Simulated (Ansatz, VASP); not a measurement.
**One calculation of Ba2SrN2, two programs**

```
Ba Sr N
1.0
     3.79493    0.00000    0.00000
    -1.89746    3.28650    0.00000
     0.00000    0.00000   10.19621
Ba Sr N
2 1 2
Direct
  0.66667 0.33333 0.21548
  0.33333 0.66667 0.78452
  0.00000 0.00000 0.50000
  0.66667 0.33333 0.66074
  0.33333 0.66667 0.33926
```

Alike in both runs: task single point; functional PBE; dispersion D4; k mesh 6 × 6 × 2; occupations fermi-dirac, width 0.05 eV; no spin polarisation.

|  | VASP | Ansatz |
| --- | --- | --- |
| version | VASP 6.6.1 | Ansatz 0.2.0 |
| potentials or method | VASP PAW PBE potentials, release 64 (Ba_sv, Sr_sv, N) | plane waves, norm-conserving potentials |
| plane-wave cutoff (eV) | 520 | 1240 |
| valence electrons in the cell | 40 | 40 |

Ansatz gave:

```
pressure (GPa)                                                : 2.9
traceless stress, the component that is largest in VASP (GPa) : 0.11
```

Estimate VASP's values.

pressure (GPa): 4.5; traceless stress, the component that is largest in VASP (GPa): -0.18.

Neither program's run includes spin-orbit coupling.
